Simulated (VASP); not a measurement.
Input of a VASP 6.6.1 run:

The input POSCAR:

```
HfC
1.0
    0.0000000000      2.5126537230      2.5126537230
    2.5126537230      0.0000000000      2.5126537230
    2.5126537230      2.5126537230      0.0000000000
Hf C
1 1
Direct
    0.0000000000      0.0000000000      0.0000000000
    0.2500000000      0.2500000000      0.2500000000
```

Contents of INCAR.step1:

```
PREC = Accurate ; ENCUT = 520
ISMEAR = -4 ; SIGMA = 0.1
LREAL = False ; LASPH = True
NELM = 80 ; NBANDS = 14
GGA = PE ; ALGO = Normal
EDIFF = 1E-4 ; LWAVE = True
LCHARG = False
```

The input INCAR.step2:

```
PREC = Accurate ; ENCUT = 520
EDIFF = 1E-6 ; ISMEAR = -4
SIGMA = 0.1 ; LREAL = False
LASPH = True ; NELM = 80
ALGO = Normal ; ISIF = 2
LWAVE = False ; LCHARG = False
METAGGA = R2SCAN ; LMIXTAU = True
NBANDS = 14 ; ISTART = 1
```

File KPOINTS:

```
Automatic mesh
0
Gamma
  12 12 12
```

Potentials or basis: VASP PAW PBE potentials, release 64 (Hf_pv, C).

Command:

```bash
$ cat potpaw_PBE.64/Hf_pv/POTCAR potpaw_PBE.64/C/POTCAR > POTCAR
$ cp INCAR.step1 INCAR
$ mpirun -np 1 vasp_std > vasp.out
$ cp INCAR.step2 INCAR
$ mpirun -np 1 vasp_std > vasp.out
```

Problem. Predict the pressure.

Solution. -0.4 GPa.

Problem. Estimate the band gap on the k mesh.

Solution. 0.58 eV.

Caveat: the PAW data sets were made with another functional, which shifts forces and pressure a little; spin-orbit coupling is left out, which moves the levels of the heavy elements. A k mesh can miss the band edges.
